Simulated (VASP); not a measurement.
# H2C19 in VASP: relaxation of the atoms with PBE+D3(BJ)

Aim: the relaxation of the atoms of H2C19 with PBE+D3(BJ).

Program: VASP 6.6.1. These are calculated values, not measurements. Logs are shortened: lines on timing, memory, paths and dates and some standing lists are left out, and cuts for length are marked.

## (1) The cell of the first run

The cell holds a slab with vacuum, 21 atoms: a = 7.398 Å, b = 7.398 Å, c = 12.000 Å, α = 90.00°, β = 90.00°, γ = 120.00°.

## (2) Relaxation of the atoms, PBE+D3(BJ)

File INCAR:

```
SYSTEM = H2C19
ALGO = Normal
EDIFF = 1E-6
EDIFFG = -0.03
ENCUT = 520
GGA = PE
IBRION = 2
ISIF = 2
ISMEAR = 0
IVDW = 12
LASPH = .True.
LCHARG = .False.
LREAL = Auto
LWAVE = .False.
NELM = 100
NSW = 80
PREC = Accurate
SIGMA = 0.02
```

File KPOINTS:

```
k-points
0
Gamma
  2 2 1
  0 0 0
```

File POSCAR:

```
H2C19
1.0
    7.3980000000      0.0000000000      0.0000000000
   -3.6990000000      6.4068560000      0.0000000000
    0.0000000000      0.0000000000     12.0000000000
C H
19 2
Direct
    0.0000000000      0.0000000000      0.0833333000
    0.2222222000      0.1111111000      0.0833333000
    0.0000000000      0.3333333000      0.0833333000
    0.2222222000      0.4444444000      0.0833333000
    0.0000000000      0.6666667000      0.0833333000
    0.2222222000      0.7777778000      0.0833333000
    0.3333333000      0.0000000000      0.0833333000
    0.5555556000      0.1111111000      0.0833333000
    0.3333333000      0.3333333000      0.0833333000
    0.5555556000      0.4444444000      0.0833333000
    0.3333333000      0.6666667000      0.0833333000
    0.5555556000      0.7777778000      0.0833333000
    0.6666667000      0.0000000000      0.0833333000
    0.8888889000      0.1111111000      0.0833333000
    0.6666667000      0.3333333000      0.0833333000
    0.8888889000      0.4444444000      0.0833333000
    0.6666667000      0.6666667000      0.0833333000
    0.8888889000      0.7777778000      0.0833333000
    0.6147989000      0.7536343000      0.2050000000
    0.6072880000      0.8713593000      0.2550000000
    0.6223099000      0.6359093000      0.2550000000
```

Potentials or basis: VASP PAW PBE potentials, release 64 (C, H).

Run with:

```sh
cat potpaw_PBE.64/C/POTCAR potpaw_PBE.64/H/POTCAR > POTCAR
mpirun -np 1 vasp_std > vasp.out
```

OUTCAR:

```text
SYSTEM = H2C19
   EDIFF = 1E-6
   EDIFFG = -0.03
   ENCUT = 520
   GGA = PE
   IBRION = 2
   ISIF = 2
   ISMEAR = 0
   IVDW = 12
   LASPH = .True.
   LREAL = Auto
   NELM = 100
   NSW = 80
   PREC = Accurate
 IVDW          = 12

 ion  position               nearest neighbor table
   1  0.000  0.000  0.083-   2 1.42  14 1.42  18 1.42
   2  0.222  0.111  0.083-   1 1.42   7 1.42   9 1.42
   3  0.000  0.333  0.083-   4 1.42  16 1.42  14 1.42
   4  0.222  0.444  0.083-   3 1.42   9 1.42  11 1.42
   5  0.000  0.667  0.083-   6 1.42  18 1.42  16 1.42
   6  0.222  0.778  0.083-   5 1.42  11 1.42   7 1.42
   7  0.333  0.000  0.083-   2 1.42   6 1.42   8 1.42
   8  0.556  0.111  0.083-  13 1.42  15 1.42   7 1.42
   9  0.333  0.333  0.083-   4 1.42   2 1.42  10 1.42
  10  0.556  0.444  0.083-  15 1.42   9 1.42  17 1.42
  11  0.333  0.667  0.083-   6 1.42  12 1.42   4 1.42
  12  0.556  0.778  0.083-  17 1.42  13 1.42  11 1.42  19 1.56
  13  0.667  0.000  0.083-  14 1.42   8 1.42  12 1.42
  14  0.889  0.111  0.083-  13 1.42   1 1.42   3 1.42
  15  0.667  0.333  0.083-  16 1.42  10 1.42   8 1.42
  16  0.889  0.444  0.083-  15 1.42   3 1.42   5 1.42
  17  0.667  0.667  0.083-  18 1.42  12 1.42  10 1.42  19 1.71
  18  0.889  0.778  0.083-  17 1.42   5 1.42   1 1.42
  19  0.615  0.754  0.205-  20 1.08  21 1.08  12 1.56  17 1.71
  20  0.607  0.871  0.255-  19 1.08
  21  0.622  0.636  0.255-  19 1.08

  LATTYP: Found a hexagonal cell.
 ALAT       =     7.3980000000
 C/A-ratio  =     1.6220600162

  Lattice vectors:

 A1 = (   7.3980000000,   0.0000000000,   0.0000000000)
 A2 = (  -3.6990000000,   6.4068560000,   0.0000000000)
 A3 = (   0.0000000000,   0.0000000000,  12.0000000000)

Analysis of symmetry for initial positions (statically):
=====================================================================
 Subroutine PRICEL returns:
 Original cell was already a primitive cell.

 Routine SETGRP: Setting up the symmetry group for a
 hexagonal supercell.

 Subroutine GETGRP returns: Found  1 space group operations
 (whereof  1 operations were pure point group operations)
 out of a pool of 24 trial point group operations.

The static configuration has the point symmetry C_1 .

Analysis of symmetry for dynamics (positions and initial velocities):
=====================================================================
 Subroutine PRICEL returns:
 Original cell was already a primitive cell.

[... 111 lines left out ...]
   ions per type =              19   2
   NGX,Y,Z   is equivalent  to a cutoff of  12.58, 12.58, 12.47 a.u.
   NGXF,Y,Z  is equivalent  to a cutoff of  25.17, 25.17, 24.94 a.u.
 SYSTEM =  H2C19
   PREC   = accura    normal or accurate (medium, high low for compatibility)
   ISTART =      0    job   : 0-new  1-cont  2-samecut
   ICHARG =      2    charge: 1-file 2-atom 10-const
   ISPIN  =      1    spin polarized calculation?
   LNONCOLLINEAR =      F non collinear calculations
   LSORBIT =      F    spin-orbit coupling
   LASPH  =      T    aspherical Exc in radial PAW
   ENCUT  =  520.0 eV  38.22 Ry    6.18 a.u.  13.76 13.76 22.31*2*pi/ulx,y,z
   NELM   =    100;   NELMIN=  2; NELMDL= -5     # of ELM steps
   EDIFF  = 0.1E-05   stopping-criterion for ELM
   LREAL  =      T    real-space projection
   EDIFFG = -.3E-01   stopping-criterion for IOM
   NSW    =     80    number of steps for IOM
   IBRION =      2    ionic relax: 0-MD 1-quasi-New 2-CG
   NFREE  =      1    steps in history (QN), initial steepest desc. (CG)
   ISIF   =      2    stress and relaxation
   ISYM   =      2    0-nonsym 1-usesym 2-fastsym
   POTIM  = 0.5000    time-step for ionic-motion
   TEBEG  =    0.0;   TEEND  =   0.0 temperature during run
   PSTRESS=    0.0 pullay stress
   NELECT =      78.0000    total number of electrons
   NUPDOWN=      -1.0000    fix difference up-down
   EMIN   =  10.00;   EMAX   =-10.00  energy-range for DOS
   EFERMI =   0.00;   METHOD = LEGACY
   ISMEAR =     0;   SIGMA  =   0.02  broadening in eV -4-tet -1-fermi 0-gaus
   EFERMI_NEDOS =   21; number of points for ismear=-14 and -15
   IALGO  =     38    algorithm
   IMIX   =      4    mixing-type and parameters
     AMIX     =   0.40;   BMIX     =  1.00
     AMIX_MAG =   1.60;   BMIX_MAG =  1.00
  volume/ion in A,a.u.               =      27.08       182.78
  Fermi-wavevector in a.u.,A,eV,Ry     =   0.844228  1.595359  9.697146  0.712720
  Thomas-Fermi vector in A             =   1.959222
   LORBIT       =      0    0 simple, 1 ext, 2 COOP (PROOUT), +10 PAW based schemes
   GGA     = PE    functional components
   LHFCALC =     F    Hartree Fock is set to
   AEXX    =    0.0000 exact exchange contribution
   IVDW    =    12    specifies the selected vdW correction
   LEPSILON=     F    determine dielectric tensor
   LRPA    =     F    only Hartree local field effects (RPA)
 conjugate gradient relaxation of ions
 non-spin polarized calculation
 Gauss-broadening in eV      SIGMA  =   0.02
  energy-cutoff  :      520.00
  volume of cell :      568.78
 maximum number of plane-waves:     15363
 NGX is ok and might be reduce to    56
   NGX = 27   NGY = 27   NGZ = 45

--------------------------------------- Ionic step        1  -------------------------------------------

 number of electron      77.9999999 magnetization

 Free energy of the ion-electron system (eV)
  ---------------------------------------------------
  ext. energy  EPLUGINS =         0.00000000
  ---------------------------------------------------
  free energy    TOTEN  =      -176.85528377 eV

  energy without entropy =     -176.85153449  energy(sigma->0) =     -176.85340913

------------------------ aborting loop because EDIFF is reached ----------------------------------------

 Edisp (eV)   -1.79341

 E8    (eV) :    -0.5505
[... 162 lines left out ...]
  FREE ENERGIE OF THE ION-ELECTRON SYSTEM (eV)
  ---------------------------------------------------
  free  energy   TOTEN  =      -179.0315071205 eV

  energy  without entropy=     -179.0315071204  energy(sigma->0) =     -179.03150712

[... ionic steps 4 to 51 ...]

--------------------------------------- Ionic step       52  -------------------------------------------

 number of electron      78.0000001 magnetization

------------------------ aborting loop because EDIFF is reached ----------------------------------------
[... 113 lines left out ...]
--------------------------------------- Ionic step       54  -------------------------------------------

 number of electron      78.0000001 magnetization

 Free energy of the ion-electron system (eV)
  ---------------------------------------------------
  ext. energy  EPLUGINS =         0.00000000
  ---------------------------------------------------
  free energy    TOTEN  =      -179.89349913 eV

  energy without entropy =     -179.89349913  energy(sigma->0) =     -179.89349913

 E-fermi :  -1.3268     XC(G=0):  -3.9136

 val. band max:       -1.4726846117   @ k =   0.0000   0.0000   0.0000
 cond. band min:      -1.2359986050   @ k =   0.0000   0.0000   0.0000
 fundamental gap:      0.2366860066
 Fermi energy:        -1.3267714756

 k-point     1 :       0.0000    0.0000    0.0000
  band No.  band energies     occupation
      1     -21.2522      2.00000
      2     -19.5978      2.00000
      3     -18.4528      2.00000
      4     -18.4057      2.00000
      5     -18.3595      2.00000
      6     -18.2791      2.00000
[... 253 lines left out ...]
  FREE ENERGIE OF THE ION-ELECTRON SYSTEM (eV)
  ---------------------------------------------------
  free  energy   TOTEN  =      -181.6786755512 eV

  energy  without entropy=     -181.6786755512  energy(sigma->0) =     -181.67867555

 reached required accuracy - stopping structural energy minimisation
```

OSZICAR:

```text
N       E                     dE             d eps       ncg     rms          rms(c)
DAV:   1     0.665423352772E+03    0.66542E+03   -0.31862E+04   400   0.124E+03
DAV:   2    -0.851416662907E+02   -0.75057E+03   -0.72409E+03   598   0.299E+02
DAV:   3    -0.186233358192E+03   -0.10109E+03   -0.10048E+03   470   0.116E+02
DAV:   4    -0.189396756784E+03   -0.31634E+01   -0.31493E+01   520   0.250E+01
[... 593 lines left out ...]
       N       E                     dE             d eps       ncg     rms          rms(c)
DAV:   1    -0.179893475102E+03   -0.12580E-03   -0.33286E-02   400   0.887E-01    0.350E-02
DAV:   2    -0.179893503883E+03   -0.28781E-04   -0.47546E-04   484   0.981E-02    0.244E-02
DAV:   3    -0.179893498422E+03    0.54612E-05   -0.31033E-05   476   0.285E-02    0.858E-03
DAV:   4    -0.179893499128E+03   -0.70611E-06   -0.64792E-06   366   0.113E-02
  54 F= -.18167868E+03 E0= -.18167868E+03  d E =-.136929E-03
```

CONTCAR:

```text
H2C19
   1.00000000000000
     7.3979999999999997    0.0000000000000000    0.0000000000000000
    -3.6989999999999998    6.4068560000000003    0.0000000000000000
     0.0000000000000000    0.0000000000000000   12.0000000000000000
  C               H
    19     2
Direct
     0.0007329496840266    0.0019385942776241    0.0791733818069802
     0.2238392390117960    0.1144488778270814    0.0742492153817100
     0.9997722627565391    0.3385926971651848    0.0740819526703713
     0.2228988668945466    0.4511020719375015    0.0789147150566125
     0.0018368414665844    0.6716496279364461    0.0738177940077304
     0.2216267109060683    0.7813382798084817    0.0733633644530791
[... 13 lines left out ...]
     0.7364712539564814    0.8536699453554527    0.2669925683856313
     0.4846306289390671    0.6023922331115636    0.2669718605143209

  0.00000000E+00  0.00000000E+00  0.00000000E+00
  0.00000000E+00  0.00000000E+00  0.00000000E+00
  0.00000000E+00  0.00000000E+00  0.00000000E+00
  0.00000000E+00  0.00000000E+00  0.00000000E+00
  0.00000000E+00  0.00000000E+00  0.00000000E+00
  0.00000000E+00  0.00000000E+00  0.00000000E+00
[... 13 lines left out ...]
  0.00000000E+00  0.00000000E+00  0.00000000E+00
  0.00000000E+00  0.00000000E+00  0.00000000E+00
```

It took 1.9 h on 1 thread of Intel Xeon Platinum 8259CL at 2.50GHz (Skylake/Cascade Lake), shared host; peak memory 0.68 GiB.

Results:

```
Free energy                  : -181.6787 eV
Energy gained by relaxing    : 144.3 meV/atom
Ionic steps                  : 54
Largest force after relaxing : 0.026 eV/Å
Band gap on the k mesh       : 0.24 eV
Dispersion energy per atom   : -0.085 eV
```

Forces on the atoms (eV/Å):
```
C   -0.009 -0.007  0.001
C    0.002  0.002 -0.011
C   -0.012  0.000 -0.006
C    0.002 -0.013  0.002
C    0.002  0.004  0.010
C    0.008 -0.004  0.005
C    0.005  0.003 -0.005
C    0.001 -0.004  0.007
C   -0.006  0.001 -0.002
C    0.005  0.022 -0.014
C   -0.006  0.019  0.007
C    0.002 -0.001  0.001
C   -0.016  0.000  0.001
C    0.010  0.007  0.009
C    0.000 -0.001 -0.001
C    0.007 -0.008 -0.013
C   -0.009 -0.003  0.001
C   -0.005 -0.002 -0.011
C   -0.003 -0.006  0.012
H    0.003 -0.007  0.003
H    0.019 -0.002  0.005
```

Step by step:
```csv
step,energy change (eV),largest force (eV/Å),pressure (GPa)
1,0.0000,3.0563,1.58
3,-0.3828,1.6775,1.61
5,-0.6556,1.3944,1.44
7,-0.9299,1.4708,1.03
9,-1.1762,1.5175,0.81
11,-1.4097,1.2938,0.63
13,-1.8002,1.7683,0.29
15,-2.0108,2.1578,0.00
17,-2.5058,2.2464,-0.04
19,-2.5369,2.4348,-0.06
21,-2.7646,0.9178,-0.06
23,-2.8428,0.7748,0.08
25,-2.9041,0.6293,0.31
27,-2.9350,0.5043,0.43
29,-2.9653,0.3951,0.52
31,-2.9926,0.4940,0.62
33,-3.0101,0.4456,0.66
35,-3.0199,0.2341,0.69
37,-3.0235,0.2168,0.72
39,-3.0263,0.1165,0.78
41,-3.0273,0.0903,0.80
43,-3.0280,0.0894,0.83
45,-3.0286,0.0753,0.84
47,-3.0291,0.0684,0.84
49,-3.0295,0.0376,0.85
51,-3.0297,0.0413,0.85
53,-3.0298,0.0344,0.85
54,-3.0300,0.0265,0.85
```

Final structure:
```
CELL_PARAMETERS angstrom
7.39800 0.00000 0.00000
-3.69900 6.40686 0.00000
0.00000 0.00000 12.00000
ATOMIC_POSITIONS crystal
C 0.00073 0.00194 0.07917
C 0.22384 0.11445 0.07425
C 0.99977 0.33859 0.07408
C 0.22290 0.45110 0.07891
C 0.00184 0.67165 0.07382
C 0.22163 0.78134 0.07336
C 0.33370 0.00455 0.07397
C 0.55694 0.11665 0.07341
C 0.33636 0.33757 0.07931
C 0.55330 0.44347 0.08352
C 0.32881 0.66803 0.08245
C 0.55157 0.78684 0.11053
C 0.67030 0.00953 0.08239
C 0.88724 0.11543 0.07881
C 0.66660 0.33642 0.07395
C 0.88984 0.44844 0.07434
C 0.67196 0.66641 0.11145
C 0.89480 0.78497 0.08337
C 0.61117 0.72744 0.21994
H 0.73647 0.85367 0.26699
H 0.48463 0.60239 0.26697
```

Caveat: the k points lie up to 0.49 Å⁻¹ apart; there is no dipole correction, which matters where the two faces differ.
